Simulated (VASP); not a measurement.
# PtS2 in VASP: single point with PBE+D3(BJ)

Aim: the single point of PtS2 with PBE+D3(BJ).

All numbers are computed with VASP 6.6.1; they aren't measurements. Logs are shortened: lines on timing, memory, paths and dates and some standing lists are left out, and cuts for length are marked.

## Step 1: The cell of the first run

The cell holds a slab with vacuum, 6 atoms: a = 3.542 Å, b = 3.542 Å, c = 22.467 Å, α = 90.00°, β = 90.00°, γ = 120.00°.

## Step 2: Single point, PBE+D3(BJ) (layers slid over each other, then relaxed in part)

INCAR

```
PREC = Accurate
ENCUT = 520
EDIFF = 1E-6
ISMEAR = 0
SIGMA = 0.05
LREAL = False
LASPH = True
NELM = 80
ALGO = Normal
ISIF = 2
LWAVE = False
LCHARG = False
LDIPOL = True
IDIPOL = 3
DIPOL = 0.5 0.5 0.382
GGA = PE
IVDW = 12
NBANDS = 31
```

KPOINTS

```
Automatic mesh
0
Gamma
  9 9 1
```

POSCAR

```
PtS2
1.0
    3.5415278079      0.0000000000      0.0000000000
   -1.7707639039      3.0670530498      0.0000000000
    0.0000000000      0.0000000000     22.4670615492
S Pt
4 2
Direct
    0.6666666667      0.3333333333      0.2002932155
    0.3333333334      0.6666666667      0.3106227446
    0.5000000000      1.0000000000      0.4529031323
    0.8333333334      0.6666666667      0.5632557575
    0.0000000000      0.0000000000      0.2556334087
    1.1666666666      1.3333333333      0.5079166532
```

Potentials or basis: VASP PAW PBE potentials, release 64 (S, Pt).

Launch:

```sh
$ cat potpaw_PBE.64/S/POTCAR potpaw_PBE.64/Pt/POTCAR > POTCAR
$ mpirun -np 1 vasp_std > vasp.out
```

OUTCAR:

```text
PREC = Accurate
   ENCUT = 520
   EDIFF = 1E-6
   ISMEAR = 0
   LREAL = False
   LASPH = True
   NELM = 80
   ISIF = 2
   GGA = PE
   IVDW = 12
 IVDW          = 12

 ion  position               nearest neighbor table
   1  0.667  0.333  0.200-   5 2.39   5 2.39   5 2.39
   2  0.333  0.667  0.311-   5 2.39   5 2.39   5 2.39
   3  0.500  0.000  0.453-   6 2.39   6 2.39   6 2.39
   4  0.833  0.667  0.563-   6 2.39   6 2.39   6 2.39
   5  0.000  0.000  0.256-   2 2.39   2 2.39   2 2.39   1 2.39   1 2.39   1 2.39
   6  0.167  0.333  0.508-   3 2.39   3 2.39   3 2.39   4 2.39   4 2.39   4 2.39

  LATTYP: Found a hexagonal cell.
 ALAT       =     3.5415278079
 C/A-ratio  =     6.3438896340

  Lattice vectors:

 A1 = (   3.5415278079,   0.0000000000,   0.0000000000)
 A2 = (  -1.7707639039,   3.0670530498,   0.0000000000)
 A3 = (   0.0000000000,   0.0000000000,  22.4670615492)

Analysis of symmetry for initial positions (statically):
=====================================================================
 Subroutine PRICEL returns:
 Original cell was already a primitive cell.

 Routine SETGRP: Setting up the symmetry group for a
 hexagonal supercell.

 Subroutine GETGRP returns: Found  2 space group operations
 (whereof  2 operations were pure point group operations)
 out of a pool of 24 trial point group operations.

The static configuration has the point symmetry C_1h.

Analysis of symmetry for dynamics (positions and initial velocities):
=====================================================================
 Subroutine PRICEL returns:
 Original cell was already a primitive cell.

 Routine SETGRP: Setting up the symmetry group for a
 hexagonal supercell.

 Subroutine GETGRP returns: Found  2 space group operations
 (whereof  2 operations were pure point group operations)
 out of a pool of 24 trial point group operations.

The dynamic configuration has the point symmetry C_1h.

 Subroutine INISYM returns: Found  2 space group operations
 (whereof  2 operations are pure point group operations),
 and found     1 'primitive' translations

----------------------------------------------------------------------------------------

                                     Primitive cell

  volume of cell :     244.0384

  direct lattice vectors                    reciprocal lattice vectors
     3.541527808  0.000000000  0.000000000     0.282364012  0.163022938  0.000000000
    -1.770763904  3.067053050  0.000000000     0.000000000  0.326045877  0.000000000
     0.000000000  0.000000000 22.467061549     0.000000000  0.000000000  0.044509603

  length of vectors
[... 99 lines left out ...]
   PSTRESS=    0.0 pullay stress
   NELECT =      44.0000    total number of electrons
   NUPDOWN=      -1.0000    fix difference up-down
   EMIN   =  10.00;   EMAX   =-10.00  energy-range for DOS
   EFERMI =   0.00;   METHOD = LEGACY
   ISMEAR =     0;   SIGMA  =   0.05  broadening in eV -4-tet -1-fermi 0-gaus
   EFERMI_NEDOS =   21; number of points for ismear=-14 and -15
   IALGO  =     38    algorithm
   IMIX   =      4    mixing-type and parameters
     AMIX     =   0.40;   BMIX     =  1.00
     AMIX_MAG =   1.60;   BMIX_MAG =  1.00
  volume/ion in A,a.u.               =      40.67       274.48
  Fermi-wavevector in a.u.,A,eV,Ry     =   0.924854  1.747720 11.637800  0.855354
  Thomas-Fermi vector in A             =   2.050645
   LORBIT       =      0    0 simple, 1 ext, 2 COOP (PROOUT), +10 PAW based schemes
   GGA     = PE    functional components
   LHFCALC =     F    Hartree Fock is set to
   AEXX    =    0.0000 exact exchange contribution
   IVDW    =    12    specifies the selected vdW correction
   LEPSILON=     F    determine dielectric tensor
   LRPA    =     F    only Hartree local field effects (RPA)
 non-spin polarized calculation
 Gauss-broadening in eV      SIGMA  =   0.05
  energy-cutoff  :      520.00
  volume of cell :      244.04
 maximum number of plane-waves:      6671
   NGX = 13   NGY = 13   NGZ = 83

 number of electron      44.0000001 magnetization

 dipolmoment           0.000000      0.000000     -0.001170 electrons x Angstroem

 Free energy of the ion-electron system (eV)
  ---------------------------------------------------
  ext. energy  EPLUGINS =         0.00000000
  ---------------------------------------------------
  free energy    TOTEN  =       -30.84956781 eV

  energy without entropy =      -30.84956781  energy(sigma->0) =      -30.84956781

 E-fermi :  -0.2140     XC(G=0):  -5.4348

 val. band max:       -0.4267643867   @ k =  -0.2222   0.1111   0.0000
 cond. band min:       0.8295211718   @ k =   0.2222   0.0000   0.0000
 fundamental gap:      1.2562855585
 Fermi energy:        -0.2139708758

 k-point     1 :       0.0000    0.0000    0.0000
  band No.  band energies     occupation
      1     -14.9440      2.00000
      2     -14.8669      2.00000
      3     -12.7798      2.00000
      4     -12.6115      2.00000
      5      -6.4125      2.00000
      6      -6.4086      2.00000
[... 805 lines left out ...]
     30       7.6218      0.00000
     31       7.8728      0.00000

 [... further k-points ...]

------------------------ aborting loop because EDIFF is reached ----------------------------------------

 vacuum level on the upper side and lower side of the slab       (xc-potential included)        -0.294        -0.278

 Edisp (eV)   -1.93567

 E8    (eV) :    -0.8017

  FORCE on cell =-STRESS in cart. coord.  units (eV):
  Direction    XX          YY          ZZ          XY          YZ          ZX
  --------------------------------------------------------------------------------------
  -------------------------------------------------------------------------------------
  Total      -0.35577    -0.21499    -0.24366    -0.00000     0.36512     0.00000
  in kB      -2.33570    -1.41149    -1.59972    -0.00000     2.39714     0.00000
  external pressure =       -1.78 kB  Pullay stress =        0.00 kB

 VOLUME and BASIS-vectors are now :
 -----------------------------------------------------------------------------
  energy-cutoff  :      520.00
  volume of cell :      244.04
      direct lattice vectors                 reciprocal lattice vectors
     3.541527808  0.000000000  0.000000000     0.282364012  0.163022938  0.000000000
    -1.770763904  3.067053050  0.000000000     0.000000000  0.326045877  0.000000000
     0.000000000  0.000000000 22.467061549     0.000000000  0.000000000  0.044509603

 POSITION                                       TOTAL-FORCE (eV/Angst)
 -----------------------------------------------------------------------------------
      1.77076      1.02235      4.50000        -0.000000     -0.037744      0.038178
      0.00000      2.04470      6.97878        -0.000000     -0.110423     -0.037594
      1.77076      0.00000     10.17540         0.000000      0.096965      0.037739
      1.77076      2.04470     12.65470         0.000000      0.023836     -0.040457
      0.00000      0.00000      5.74333         0.000000      0.051928     -0.001855
     -0.00000      1.02235     11.41139        -0.000000     -0.024561      0.003989
 -----------------------------------------------------------------------------------
    total drift:                               -0.000000     -0.000076      0.000244

  FREE ENERGIE OF THE ION-ELECTRON SYSTEM (eV)
  ---------------------------------------------------
  free  energy   TOTEN  =       -32.7852407827 eV

  energy  without entropy=      -32.7852407826  energy(sigma->0) =      -32.78524078

 vacuum level on the upper side and lower side of the slab         5.215         5.231
```

OSZICAR:

```text
N       E                     dE             d eps       ncg     rms          rms(c)
DAV:   1     0.309871104111E+03    0.30987E+03   -0.17954E+04  1550   0.116E+03
[... 10 lines left out ...]
DAV:  12    -0.308517040511E+02   -0.24078E-02   -0.79212E-03  1911   0.349E-01    0.102E+00
DAV:  13    -0.308503286495E+02    0.13754E-02   -0.13894E-03  1767   0.176E-01    0.648E-01
DAV:  14    -0.308498430361E+02    0.48561E-03   -0.58180E-04  1853   0.103E-01    0.400E-01
DAV:  15    -0.308496234032E+02    0.21963E-03   -0.33818E-04  1873   0.720E-02    0.201E-01
DAV:  16    -0.308495880409E+02    0.35362E-04   -0.39490E-05  2076   0.297E-02    0.133E-01
DAV:  17    -0.308495780307E+02    0.10010E-04   -0.74144E-06  1844   0.143E-02    0.994E-02
DAV:  18    -0.308495674444E+02    0.10586E-04   -0.29766E-05  1868   0.209E-02    0.343E-02
DAV:  19    -0.308495678101E+02   -0.36565E-06   -0.51709E-06  1932   0.924E-03
   1 F= -.32785241E+02 E0= -.32785241E+02  d E =-.107660E-10
```

stdout:

```text
POSCAR found type information on POSCAR S Pt
 POSCAR found :  2 types and       6 ions
 scaLAPACK will be used
 LDA part: xc-table for (Slater+PW92), standard interpolation
 POSCAR, INCAR and KPOINTS ok, starting setup
 FFT: planning ... GRIDC
 FFT: planning ... GRID_SOFT
 FFT: planning ... GRID
 WAVECAR not read
 entering main loop
```

It took 8.8 min on 1 thread of Intel Xeon Platinum 8375C at 2.90GHz (Ice Lake), shared host; peak memory 0.42 GiB.

What came out:

- Free energy: -32.7852 eV
- Largest force: 0.117 eV/Å
- Band gap on the k mesh: 1.26 eV (least direct gap 1.40 eV)
- Dispersion energy per atom: -0.323 eV

Forces in eV/Å, atoms in the order of the input:
```
S    0.000 -0.038  0.038
S    0.000 -0.110 -0.038
S    0.000  0.097  0.038
S    0.000  0.024 -0.040
Pt   0.000  0.052 -0.002
Pt   0.000 -0.025  0.004
```

Levels at points of the mesh, in eV from the valence-band top:
```tsv
k point	band 18	band 19	band 20	band 21	band 22	band 23	band 24	band 25	band 26	band 27
(0.00, 0.00, 0.00)	-0.69	-0.69	-0.67	-0.65	-0.44	2.78	2.80	2.83	2.86	5.07
```

Caveat: the cell differs from its parent crystal (layers slid over each other, then relaxed in part); spin-orbit coupling is left out, which moves the levels of the heavy elements.
